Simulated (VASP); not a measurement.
# Co (P6_3/mmc) in VASP: a series of runs, part 2 of 2

VASP 6.6.1.

## Step 3: Single point, PBEsol, collinear spin, ferromagnetic start (volume scaled by 1.10, then relaxed in part)

The input, INCAR:

```
ALGO     = Normal         # electronic algorithm
EDIFF    = 1E-6           # SCF threshold, eV
ENCUT    = 520            # plane-wave cutoff, eV
GGA      = PS             # functional
ISIF     = 2              # what is computed and relaxed
ISMEAR   = 0              # smearing method
ISPIN    = 2              # spin polarisation
LASPH    = True           # aspherical terms in the spheres
LCHARG   = False          # write CHGCAR
LMAXMIX  = 4              # l up to which the mixer works
LORBIT   = 11             # projections on sites
LREAL    = False          # projectors in reciprocal space
LWAVE    = False          # write WAVECAR
MAGMOM   = 1.8 1.8        # initial moments
NBANDS   = 20             # bands
NELM     = 150            # most SCF steps
PREC     = Accurate       # precision mode
SIGMA    = 0.1            # smearing width, eV
```

The input, KPOINTS:

```
k-points
0
Gamma
  18 18 10
```

The input, POSCAR:

```
Co
1.0
    2.5348469696      0.0000000000      0.0000000000
   -1.2674234848      2.1952418704      0.0000000000
    0.0000000000      0.0000000000      4.1004044432
Co
2
Direct
    0.6666666667      0.3333333333      0.2500000000
    0.3333333333      0.6666666667      0.7500000000
```

Potentials or basis: VASP PAW PBE potentials, release 64 (Co).

Command:

```console
$ cat potpaw_PBE.64/Co/POTCAR > POTCAR
$ mpirun -np 1 vasp_std > vasp.out
```

OUTCAR:

```text
EDIFF = 1E-6
   ENCUT = 520
   GGA = PS
   ISIF = 2
   ISMEAR = 0
   ISPIN = 2
   LASPH = True
   LORBIT = 11
   LREAL = False
   NELM = 150
   PREC = Accurate

 ion  position               nearest neighbor table
   1  0.667  0.333  0.250-   2 2.52   2 2.52   2 2.52   2 2.52   2 2.52   2 2.52
   2  0.333  0.667  0.750-   1 2.52   1 2.52   1 2.52   1 2.52   1 2.52   1 2.52

  LATTYP: Found a hexagonal cell.
 ALAT       =     2.5348469696
 C/A-ratio  =     1.6176141962

  Lattice vectors:

 A1 = (   2.5348469696,   0.0000000000,   0.0000000000)
 A2 = (  -1.2674234848,   2.1952418704,   0.0000000000)
 A3 = (   0.0000000000,   0.0000000000,   4.1004044432)

Analysis of symmetry for initial positions (statically):
=====================================================================
 Subroutine PRICEL returns:
 Original cell was already a primitive cell.

 Routine SETGRP: Setting up the symmetry group for a
 hexagonal supercell.

 Subroutine GETGRP returns: Found 24 space group operations
 (whereof 12 operations were pure point group operations)
 out of a pool of 24 trial point group operations.

The static configuration has the point symmetry D_3d.
 The point group associated with its full space group is D_6h.

Analysis of symmetry for dynamics (positions and initial velocities):
=====================================================================
 Subroutine PRICEL returns:
 Original cell was already a primitive cell.

 Routine SETGRP: Setting up the symmetry group for a
 hexagonal supercell.

 Subroutine GETGRP returns: Found 24 space group operations
 (whereof 12 operations were pure point group operations)
 out of a pool of 24 trial point group operations.

The dynamic configuration has the point symmetry D_3d.
 The point group associated with its full space group is D_6h.

Analysis of structural, dynamic, and magnetic symmetry:
=====================================================================
 Subroutine PRICEL returns:
 Original cell was already a primitive cell.

 Routine SETGRP: Setting up the symmetry group for a
 hexagonal supercell.

 Subroutine GETGRP returns: Found 24 space group operations
 (whereof 12 operations were pure point group operations)
 out of a pool of 24 trial point group operations.

The overall configuration has the point symmetry D_3d.
 The point group associated with its full space group is D_6h.

 Subroutine INISYM returns: Found 24 space group operations
 (whereof 12 operations are pure point group operations),
 and found     1 'primitive' translations

----------------------------------------------------------------------------------------

                                     Primitive cell

  volume of cell :      22.8171

  direct lattice vectors                    reciprocal lattice vectors
     2.534846970  0.000000000  0.000000000     0.394501132  0.227765335  0.000000000
    -1.267423485  2.195241870  0.000000000     0.000000000  0.455530670  0.000000000
     0.000000000  0.000000000  4.100404443     0.000000000  0.000000000  0.243878382

  length of vectors
     2.534846970  2.534846970  4.100404443     0.455530670  0.455530670  0.243878382

  position of ions in fractional coordinates (direct lattice)
     0.666666667  0.333333333  0.250000000
     0.333333333  0.666666667  0.750000000

  ion indices of the primitive-cell ions
[... 64 lines left out ...]
   NGXF,Y,Z  is equivalent  to a cutoff of  26.23, 26.23, 24.33 a.u.
 SYSTEM =  unknown system
   PREC   = accura    normal or accurate (medium, high low for compatibility)
   ISTART =      0    job   : 0-new  1-cont  2-samecut
   ICHARG =      2    charge: 1-file 2-atom 10-const
   ISPIN  =      2    spin polarized calculation?
   LNONCOLLINEAR =      F non collinear calculations
   LSORBIT =      F    spin-orbit coupling
   LASPH  =      T    aspherical Exc in radial PAW
   ENCUT  =  520.0 eV  38.22 Ry    6.18 a.u.   4.71  4.71  7.62*2*pi/ulx,y,z
   NELM   =    150;   NELMIN=  2; NELMDL= -5     # of ELM steps
   EDIFF  = 0.1E-05   stopping-criterion for ELM
   LREAL  =      F    real-space projection
   EDIFFG = 0.1E-04   stopping-criterion for IOM
   NSW    =      0    number of steps for IOM
   IBRION =     -1    ionic relax: 0-MD 1-quasi-New 2-CG
   NFREE  =      0    steps in history (QN), initial steepest desc. (CG)
   ISIF   =      2    stress and relaxation
   ISYM   =      2    0-nonsym 1-usesym 2-fastsym
   POTIM  = 0.5000    time-step for ionic-motion
   TEBEG  =    0.0;   TEEND  =   0.0 temperature during run
   PSTRESS=    0.0 pullay stress
   NELECT =      18.0000    total number of electrons
   NUPDOWN=      -1.0000    fix difference up-down
   EMIN   =  10.00;   EMAX   =-10.00  energy-range for DOS
   EFERMI =   0.00;   METHOD = LEGACY
   ISMEAR =     0;   SIGMA  =   0.10  broadening in eV -4-tet -1-fermi 0-gaus
   EFERMI_NEDOS =   21; number of points for ismear=-14 and -15
   IALGO  =     38    algorithm
   IMIX   =      4    mixing-type and parameters
     AMIX     =   0.40;   BMIX     =  1.00
     AMIX_MAG =   1.60;   BMIX_MAG =  1.00
  volume/ion in A,a.u.               =      11.41        76.99
  Fermi-wavevector in a.u.,A,eV,Ry     =   1.512674  2.858540 31.132622  2.288183
  Thomas-Fermi vector in A             =   2.622567
   LORBIT       =     11    0 simple, 1 ext, 2 COOP (PROOUT), +10 PAW based schemes
   GGA     = PS    functional components
   LHFCALC =     F    Hartree Fock is set to
   AEXX    =    0.0000 exact exchange contribution
   IVDW    =     0    specifies the selected vdW correction
   LEPSILON=     F    determine dielectric tensor
   LRPA    =     F    only Hartree local field effects (RPA)
 spin polarized calculation
 Gauss-broadening in eV      SIGMA  =   0.10
  energy-cutoff  :      520.00
  volume of cell :       22.82
 maximum number of plane-waves:       640
 NGX is ok and might be reduce to    20
   NGX =  9   NGY =  9   NGZ = 15

 number of electron      18.0000008 magnetization       3.2346785

 Free energy of the ion-electron system (eV)
  ---------------------------------------------------
  ext. energy  EPLUGINS =         0.00000000
  ---------------------------------------------------
  free energy    TOTEN  =       -15.33606641 eV

  energy without entropy =      -15.32670977  energy(sigma->0) =      -15.33138809

 E-fermi :   9.3866     XC(G=0): -13.2838

 val. band max:        9.3773499361   @ k =   0.2222   0.0556   0.3000
 cond. band min:       9.3885815690   @ k =   0.1667  -0.0000   0.2000
 fundamental gap:      0.0112316329
 Fermi energy:         9.3866174390

 spin component 1

 k-point     1 :       0.0000    0.0000    0.0000
  band No.  band energies     occupation
      1       0.7074      1.00000
      2       4.4681      1.00000
      3       6.8549      1.00000
      4       6.8776      1.00000
      5       6.8776      1.00000
      6       7.1652      1.00000
[... 541 lines left out ...]
     19      31.0018      0.00000
     20      33.2839      0.00000

 [... further k-points ...]

 spin component 2

 k-point     1 :       0.0000    0.0000    0.0000
  band No.  band energies     occupation
      1       0.7446      1.00000
      2       5.4227      1.00000
      3       8.4800      1.00000
      4       8.5062      1.00000
      5       8.5062      1.00000
      6       8.8450      1.00000
[... 541 lines left out ...]
     19      31.3306      0.00000
     20      33.6548      0.00000

 [... further k-points ...]
[... 5 lines left out ...]
  --------------------------------------------------------------------------------------
  -------------------------------------------------------------------------------------
  Total       -2.7568991     -2.7568991     -2.7515722     -0.0000000     -0.0000000      0.0000000
  in kB     -193.5845231   -193.5845231   -193.2104780     -0.0000000     -0.0000000      0.0000000
  external PRESSURE =    -193.4598414 kB  Pullay stress =       0.0000000 kB

 VOLUME and BASIS-vectors are now :
 -----------------------------------------------------------------------------
  energy-cutoff  :      520.00
  volume of cell :       22.82
      direct lattice vectors                 reciprocal lattice vectors
     2.534846970  0.000000000  0.000000000     0.394501132  0.227765335  0.000000000
    -1.267423485  2.195241870  0.000000000     0.000000000  0.455530670  0.000000000
     0.000000000  0.000000000  4.100404443     0.000000000  0.000000000  0.243878382

 POSITION                                       TOTAL-FORCE (eV/Angst)
 -----------------------------------------------------------------------------------
      1.26742      0.73175      1.02510         0.000000     -0.000000      0.000000
     -0.00000      1.46349      3.07530        -0.000000      0.000000      0.000000
 -----------------------------------------------------------------------------------
    total drift:                                0.000000     -0.000000     -0.000000

  FREE ENERGIE OF THE ION-ELECTRON SYSTEM (eV)
  ---------------------------------------------------
  free  energy   TOTEN  =       -15.3360664130 eV

  energy  without entropy=      -15.3267097707  energy(sigma->0) =      -15.33138809

 total charge

# of ion       s       p       d       tot
------------------------------------------
    1        0.468   0.482   7.228   8.177
    2        0.468   0.482   7.228   8.177
--------------------------------------------------
tot          0.936   0.963  14.455  16.355

 magnetization (x)

# of ion       s       p       d       tot
------------------------------------------
    1       -0.015  -0.052   1.711   1.643
    2       -0.015  -0.052   1.711   1.643
--------------------------------------------------
tot         -0.030  -0.104   3.421   3.287
```

Run time: 68 s. Hardware: 1 thread of Intel Xeon 6975P-C (Granite Rapids), shared host; peak memory 0.25 GiB.

What came out:

| Item | Value |
| --- | --- |
| Free energy | -15.3361 eV |
| Pressure | -19.3 GPa |
| Net moment | 3.23 μB per cell |
| Site moments | Co +1.64 μB |
| Valence electrons inside the program's atomic spheres | Co 8.18 |

Caveat: the PAW data sets were made with another functional, which shifts forces and pressure a little.
